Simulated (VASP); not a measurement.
# P (Imma) in VASP: a series of runs

The runs below take P through single point, with PBEsol.

Program: VASP 6.6.1. These are calculated values, not measurements. Logs are shortened: lines on timing, memory, paths and dates and some standing lists are left out, and cuts for length are marked.

### Step 1. The cell of the first run

The structure is orthorhombic, space group Imma (No. 74). Conventional cell: a = 3.383 Å, b = 5.030 Å, c = 3.718 Å, α = 90.00°, β = 90.00°, γ = 90.00°. Within 3.0 Å of P (site symmetry mm2) lie 6 P at 2.24 to 2.82 Å.

### Step 2. Single point, PBEsol

INCAR

```
SYSTEM = P
ALGO = Normal ; EDIFF = 1E-6
ENCUT = 520 ; GGA = PS
ISIF = 2 ; ISMEAR = 0
LASPH = .True. ; LCHARG = .False.
LREAL = .False. ; LWAVE = .False.
NBANDS = 12 ; NELM = 80
PREC = Accurate ; SIGMA = 0.15
```

KPOINTS

```
k-points
0
Gamma
  18 18 18
  0 0 0
```

POSCAR

```
P
1.0
   -1.6915100431      2.5151650373      1.8589441358
    1.6915100431     -2.5151650373      1.8589441358
    1.6915100431      2.5151650373     -1.8589441358
P
2
Direct
    0.8033091100      0.0533091100      0.7500000000
    0.1966908900      0.9466908900      0.2500000000
```

Potentials or basis: VASP PAW PBE potentials, release 64 (P).

Launch:

```console
$ cat potpaw_PBE.64/P/POTCAR > POTCAR
$ mpirun -np 1 vasp_std > vasp.out
```

OUTCAR:

```text
SYSTEM = P
   EDIFF = 1E-6
   ENCUT = 520
   GGA = PS
   ISIF = 2
   ISMEAR = 0
   LASPH = .True.
   LREAL = .False.
   NELM = 80
   PREC = Accurate

 ion  position               nearest neighbor table
   1  0.803  0.053  0.750-   2 2.24   2 2.24   2 2.55   2 2.55   2 2.82   2 2.82
   2  0.197  0.947  0.250-   1 2.24   1 2.24   1 2.55   1 2.55   1 2.82   1 2.82

  LATTYP: Found a body centered orthorhombic cell.
 ALAT       =     3.3830200862
 B/A-ratio  =     1.0989849829
 C/A-ratio  =     1.4869347348

  Lattice vectors:

 A1 = (   1.6915100431,  -2.5151650373,  -1.8589441358)
 A2 = (  -1.6915100431,  -2.5151650373,   1.8589441358)
 A3 = (  -1.6915100431,   2.5151650373,  -1.8589441358)

Analysis of symmetry for initial positions (statically):
=====================================================================
 Subroutine PRICEL returns:
 Original cell was already a primitive cell.

 Routine SETGRP: Setting up the symmetry group for a
 body centered orthorhombic supercell.

 Subroutine GETGRP returns: Found  8 space group operations
 (whereof  4 operations were pure point group operations)
 out of a pool of  8 trial point group operations.

The static configuration has the point symmetry C_2h.
 The point group associated with its full space group is D_2h.

Analysis of symmetry for dynamics (positions and initial velocities):
=====================================================================
 Subroutine PRICEL returns:
 Original cell was already a primitive cell.

 Routine SETGRP: Setting up the symmetry group for a
 body centered orthorhombic supercell.

 Subroutine GETGRP returns: Found  8 space group operations
 (whereof  4 operations were pure point group operations)
 out of a pool of  8 trial point group operations.

The dynamic configuration has the point symmetry C_2h.
 The point group associated with its full space group is D_2h.

 Subroutine INISYM returns: Found  8 space group operations
 (whereof  4 operations are pure point group operations),
 and found     1 'primitive' translations

----------------------------------------------------------------------------------------

                                     Primitive cell

  volume of cell :      31.6350

  direct lattice vectors                    reciprocal lattice vectors
    -1.691510043  2.515165037  1.858944136     0.000000000  0.198794112  0.268969890
     1.691510043 -2.515165037  1.858944136     0.295593870  0.000000000  0.268969890
     1.691510043  2.515165037 -1.858944136     0.295593870  0.198794112  0.000000000

  length of vectors
     3.555690466  3.555690466  3.555690466     0.334460612  0.399650520  0.356223013

  position of ions in fractional coordinates (direct lattice)
     0.803309110  0.053309110  0.750000000
     0.196690890  0.946690890  0.250000000

  ion indices of the primitive-cell ions
   primitive index   ion index
                 1           1
                 2           2

----------------------------------------------------------------------------------------

 KPOINTS: k-points

Automatic generation of k-mesh.
 Grid dimensions read from file:
 generate k-points for:   18   18   18

 Generating k-lattice:

  Cartesian coordinates                     Fractional coordinates (reciprocal lattice)
     0.000000000  0.011044117  0.014942772     0.055555556 -0.000000000  0.000000000
     0.016421882  0.000000000  0.014942772    -0.000000000  0.055555556  0.000000000
     0.016421882  0.011044117  0.000000000    -0.000000000  0.000000000  0.055555556

  Length of vectors
     0.018581145  0.022202807  0.019790167

  Shift w.r.t. Gamma in fractional coordinates (k-lattice)
     0.000000000  0.000000000  0.000000000

 Subroutine IBZKPT returns following result:
 ===========================================

 Found    865 irreducible k-points:

 Following reciprocal coordinates:
            Coordinates               Weight
  0.000000  0.000000  0.000000      1.000000
  0.055556  0.000000 -0.000000      4.000000
  0.111111  0.000000 -0.000000      4.000000
  0.166667  0.000000  0.000000      4.000000
  0.222222  0.000000  0.000000      4.000000
  0.277778 -0.000000  0.000000      4.000000
[... 16 lines left out ...]
 -0.333333  0.055556  0.000000      8.000000
 -0.277778  0.055556 -0.000000      8.000000
 [... further k-points ...]
   k-points           NKPTS =    865   k-points in BZ     NKDIM =    865   number of bands    NBANDS=     12
   number of dos      NEDOS =    301   number of ions     NIONS =      2
   total plane-waves  NPLWV =  21952
   dimension x,y,z NGX =    28 NGY =   28 NGZ =   28
   dimension x,y,z NGXF=    56 NGYF=   56 NGZF=   56
   ions per type =               2
   NGX,Y,Z   is equivalent  to a cutoff of  13.09, 13.09, 13.09 a.u.
   NGXF,Y,Z  is equivalent  to a cutoff of  26.18, 26.18, 26.18 a.u.
 SYSTEM =  P
   PREC   = accura    normal or accurate (medium, high low for compatibility)
   ISTART =      0    job   : 0-new  1-cont  2-samecut
   ICHARG =      2    charge: 1-file 2-atom 10-const
   ISPIN  =      1    spin polarized calculation?
   LNONCOLLINEAR =      F non collinear calculations
   LSORBIT =      F    spin-orbit coupling
   LASPH  =      T    aspherical Exc in radial PAW
   ENCUT  =  520.0 eV  38.22 Ry    6.18 a.u.   6.61  6.61  6.61*2*pi/ulx,y,z
   NELM   =     80;   NELMIN=  2; NELMDL= -5     # of ELM steps
   EDIFF  = 0.1E-05   stopping-criterion for ELM
   LREAL  =      F    real-space projection
   EDIFFG = 0.1E-04   stopping-criterion for IOM
   NSW    =      0    number of steps for IOM
   IBRION =     -1    ionic relax: 0-MD 1-quasi-New 2-CG
   NFREE  =      0    steps in history (QN), initial steepest desc. (CG)
   ISIF   =      2    stress and relaxation
   ISYM   =      2    0-nonsym 1-usesym 2-fastsym
   POTIM  = 0.5000    time-step for ionic-motion
   TEBEG  =    0.0;   TEEND  =   0.0 temperature during run
   PSTRESS=    0.0 pullay stress
   NELECT =      10.0000    total number of electrons
   NUPDOWN=      -1.0000    fix difference up-down
   EMIN   =  10.00;   EMAX   =-10.00  energy-range for DOS
   EFERMI =   0.00;   METHOD = LEGACY
   ISMEAR =     0;   SIGMA  =   0.15  broadening in eV -4-tet -1-fermi 0-gaus
   EFERMI_NEDOS =   21; number of points for ismear=-14 and -15
   IALGO  =     38    algorithm
   IMIX   =      4    mixing-type and parameters
     AMIX     =   0.40;   BMIX     =  1.00
     AMIX_MAG =   1.60;   BMIX_MAG =  1.00
  volume/ion in A,a.u.               =      15.82       106.74
  Fermi-wavevector in a.u.,A,eV,Ry     =   1.115199  2.107421 16.921141  1.243669
  Thomas-Fermi vector in A             =   2.251801
   LORBIT       =      0    0 simple, 1 ext, 2 COOP (PROOUT), +10 PAW based schemes
   GGA     = PS    functional components
   LHFCALC =     F    Hartree Fock is set to
   AEXX    =    0.0000 exact exchange contribution
   IVDW    =     0    specifies the selected vdW correction
   LEPSILON=     F    determine dielectric tensor
   LRPA    =     F    only Hartree local field effects (RPA)
 non-spin polarized calculation
 Gauss-broadening in eV      SIGMA  =   0.15
  energy-cutoff  :      520.00
  volume of cell :       31.63
 maximum number of plane-waves:       868
   NGX = 13   NGY = 13   NGZ = 13

 number of electron      10.0000000 magnetization

 number of electron       9.9999999 magnetization

 Free energy of the ion-electron system (eV)
  ---------------------------------------------------
  ext. energy  EPLUGINS =         0.00000000
  ---------------------------------------------------
  free energy    TOTEN  =       -11.54908270 eV

  energy without entropy =      -11.54659966  energy(sigma->0) =      -11.54784118

 E-fermi :   8.9584     XC(G=0): -10.9673

 val. band max:        8.9445256263   @ k =   0.2778  -0.2778   0.0556
 cond. band min:       8.9707429195   @ k =  -0.4444   0.2778   0.0556
 fundamental gap:      0.0262172932
 Fermi energy:         8.9583710181

 k-point     1 :       0.0000    0.0000    0.0000
  band No.  band energies     occupation
      1      -7.4844      2.00000
      2       5.8333      2.00000
      3       5.9096      2.00000
      4       6.1035      2.00000
      5       6.7554      2.00000
      6      10.3615      0.00000
      7      11.2945      0.00000
      8      13.0952      0.00000
      9      14.0612      0.00000
     10      15.3498      0.00000
     11      15.7913      0.00000
     12      15.9270      0.00000

 k-point     2 :       0.0556    0.0000   -0.0000
  band No.  band energies     occupation
      1      -7.4407      2.00000
      2       4.9017      2.00000
      3       6.0872      2.00000
      4       6.3877      2.00000
      5       7.0516      2.00000
      6      10.4612      0.00000
      7      11.2471      0.00000
      8      12.8723      0.00000
      9      14.1436      0.00000
     10      14.7708      0.00000
     11      15.7247      0.00000
     12      16.6630      0.00000

 k-point     3 :       0.1111    0.0000   -0.0000
  band No.  band energies     occupation
      1      -7.3102      2.00000
      2       3.8119      2.00000
      3       6.0419      2.00000
      4       6.4447      2.00000
      5       7.6226      2.00000
      6      10.6940      0.00000
      7      11.1071      0.00000
      8      12.3532      0.00000
      9      14.2991      0.00000
     10      14.4192      0.00000
     11      15.4999      0.00000
     12      17.6207      0.00000

 k-point     4 :       0.1667    0.0000    0.0000
  band No.  band energies     occupation
      1      -7.0948      2.00000
      2       2.6931      2.00000
      3       5.9777      2.00000
      4       6.4418      2.00000
      5       8.0291      2.00000
      6      10.6649      0.00000
      7      11.1000      0.00000
      8      11.7535      0.00000
      9      14.2758      0.00000
     10      14.8853      0.00000
     11      15.3161      0.00000
     12      18.6722      0.00000

 k-point     5 :       0.2222    0.0000    0.0000
  band No.  band energies     occupation
      1      -6.7981      2.00000
      2       1.5912      2.00000
      3       5.9064      2.00000
      4       6.4531      2.00000
      5       8.2419      2.00000
      6      10.2731      0.00000
      7      11.1794      0.00000
      8      11.2160      0.00000
      9      14.7310      0.00000
     10      15.3069      0.00000
     11      15.5197      0.00000
     12      19.8668      0.00000
[... 228 lines left out ...]
      1      -5.3396      2.00000
      2      -1.5098      2.00000
      3       5.2791      2.00000
      4       7.1683      2.00000
      5       7.3259      2.00000
      6       9.6142      0.00000
      7       9.7408      0.00000
      8      11.4028      0.00000
      9      16.5218      0.00000
     10      17.4254      0.00000
     11      19.4830      0.00000
     12      21.6453      0.00000

 k-point    22 :      -0.3889    0.0556    0.0000
  band No.  band energies     occupation
      1      -5.7905      2.00000
      2      -0.7200      2.00000
      3       5.2828      2.00000
      4       7.0577      2.00000
      5       7.6176      2.00000
      6       9.7393      0.00000
      7       9.9221      0.00000
      8      11.4977      0.00000
      9      15.8937      0.00000
     10      16.4476      0.00000
     11      18.4766      0.00000
     12      21.8860      0.00000

 k-point    23 :      -0.3333    0.0556    0.0000
  band No.  band energies     occupation
      1      -6.2349      2.00000
      2       0.2136      2.00000
      3       5.3169      2.00000
      4       6.9178      2.00000
      5       7.9277      2.00000
      6       9.8718      0.00000
      7      10.2674      0.00000
      8      11.5781      0.00000
      9      15.4629      0.00000
     10      15.5019      0.00000
     11      17.4364      0.00000
     12      20.7786      0.00000

 k-point    24 :      -0.2778    0.0556   -0.0000
  band No.  band energies     occupation
      1      -6.6285      2.00000
      2       1.2379      2.00000
      3       5.3812      2.00000
      4       6.7947      2.00000
      5       8.1225      2.00000
      6      10.1080      0.00000
      7      10.6455      0.00000
      8      11.6565      0.00000
      9      14.6721      0.00000
     10      15.2653      0.00000
     11      16.4759      0.00000
     12      19.5455      0.00000

 [... further k-points ...]

------------------------ aborting loop because EDIFF is reached ----------------------------------------

  FORCE on cell =-STRESS in cart. coord.  units (eV):
  Direction    XX          YY          ZZ          XY          YZ          ZX
  --------------------------------------------------------------------------------------
  -------------------------------------------------------------------------------------
  Total        0.0246361     -0.3235506     -0.1470020      0.0000000      0.0000000      0.0000000
  in kB        1.2477147    -16.3864718     -7.4450303      0.0000000      0.0000000      0.0000000
  external PRESSURE =      -7.5279291 kB  Pullay stress =       0.0000000 kB

 VOLUME and BASIS-vectors are now :
 -----------------------------------------------------------------------------
  energy-cutoff  :      520.00
  volume of cell :       31.63
      direct lattice vectors                 reciprocal lattice vectors
    -1.691510043  2.515165037  1.858944136     0.000000000  0.198794112  0.268969890
     1.691510043 -2.515165037  1.858944136     0.295593870  0.000000000  0.268969890
     1.691510043  2.515165037 -1.858944136     0.295593870  0.198794112  0.000000000

 POSITION                                       TOTAL-FORCE (eV/Angst)
 -----------------------------------------------------------------------------------
      0.00000      3.77275      0.19820         0.000000      0.000000     -0.379454
      1.69151     -1.25758      1.66075        -0.000000     -0.000000      0.379454
 -----------------------------------------------------------------------------------
    total drift:                                0.000000     -0.000000     -0.000000

  FREE ENERGIE OF THE ION-ELECTRON SYSTEM (eV)
  ---------------------------------------------------
  free  energy   TOTEN  =       -11.5490827026 eV

  energy  without entropy=      -11.5465996606  energy(sigma->0) =      -11.54784118
```

It took 2.3 min on 1 thread of Intel Xeon Platinum 8559C (Emerald Rapids), shared host; peak memory 0.35 GiB.

Results:

```yaml
Free_energy: -11.5491 eV
Pressure: -0.8 GPa
Largest_force: 0.379 eV/Å
Band_gap_on_the_k_mesh: zero (bands 5 and 6 overlap by 1.07 eV)
```

Forces on the atoms (eV/Å):
```
P    0.000  0.000 -0.379
P    0.000  0.000  0.379
```

Levels at points of the mesh, in eV from the Fermi level:
```csv
k point,band 2,band 3,band 4,band 5,band 6,band 7,band 8,band 9
"(0.00, 0.00, 0.00)",-3.13,-3.05,-2.85,-2.20,1.40,2.34,4.14,5.10
"(0.50, 0.00, 0.00)",-11.15,-3.25,-1.79,-1.60,0.34,0.76,1.83,9.06
"(0.00, 0.50, 0.00)",-10.18,-6.50,-5.48,-5.18,0.25,6.85,7.12,8.71
"(0.50, 0.50, 0.00)",-12.33,-3.42,-3.42,-0.09,-0.09,0.16,0.16,10.36
"(0.50, 0.50, 0.50)",-8.51,-7.87,-5.32,-5.13,0.02,6.59,8.43,8.70
```

Caveat: the PAW data sets were made with another functional, which shifts forces and pressure a little.

### Step 3. Single point, PBEsol

INCAR

```
SYSTEM = P
ALGO = Normal ; EDIFF = 1E-6
ENCUT = 520 ; GGA = PS
ISIF = 2 ; ISMEAR = 0
LASPH = .TRUE. ; LCHARG = .FALSE.
LREAL = .FALSE. ; LWAVE = .FALSE.
NBANDS = 12 ; NELM = 80
PREC = Accurate ; SIGMA = 0.15
```

KPOINTS

```
k-points
0
G
  20 20 20
  0 0 0
```

POSCAR is that of step 2.

Potentials or basis: VASP PAW PBE potentials, release 64 (P).

Launch:

```console
$ cat potpaw_PBE.64/P/POTCAR > POTCAR
$ mpirun -np 1 vasp_std > vasp.out
```

Run time: 3.2 min. Hardware: 1 thread of Intel Xeon Platinum 8559C (Emerald Rapids), shared host; peak memory 0.42 GiB.

It converged, with:

| Property | Result |
| --- | --- |
| Free energy | -11.5492 eV |
| Pressure | -0.8 GPa |
| Largest force | 0.378 eV/Å |
| Band gap on the k mesh | zero (bands 5 and 6 overlap by 1.20 eV) |

Forces in eV/Å, atoms in the order of the input:
```
P    0.000  0.000 -0.378
P    0.000  0.000  0.378
```

Stress tensor (GPa, compression positive):
```
 0.10  0.00  0.00
 0.00 -1.61  0.00
 0.00  0.00 -0.75
```

Levels at points of the mesh, in eV from the Fermi level:
```
           k point  band 2  band 3  band 4  band 5  band 6  band 7  band 8  band 9
(0.00, 0.00, 0.00)   -3.12   -3.05   -2.85   -2.20    1.40    2.34    4.14    5.10
(0.50, 0.00, 0.00)  -11.15   -3.25   -1.79   -1.60    0.34    0.76    1.83    9.06
(0.00, 0.50, 0.00)  -10.18   -6.50   -5.48   -5.18    0.25    6.85    7.13    8.71
(0.50, 0.50, 0.00)  -12.33   -3.42   -3.42   -0.09   -0.09    0.16    0.16   10.36
(0.50, 0.50, 0.50)   -8.51   -7.87   -5.32   -5.13    0.02    6.59    8.43    8.70
```

Caveat: the PAW data sets were made with another functional, which shifts forces and pressure a little.

The gap in the log of VASP goes by the Fermi energy; the results here count the filled bands.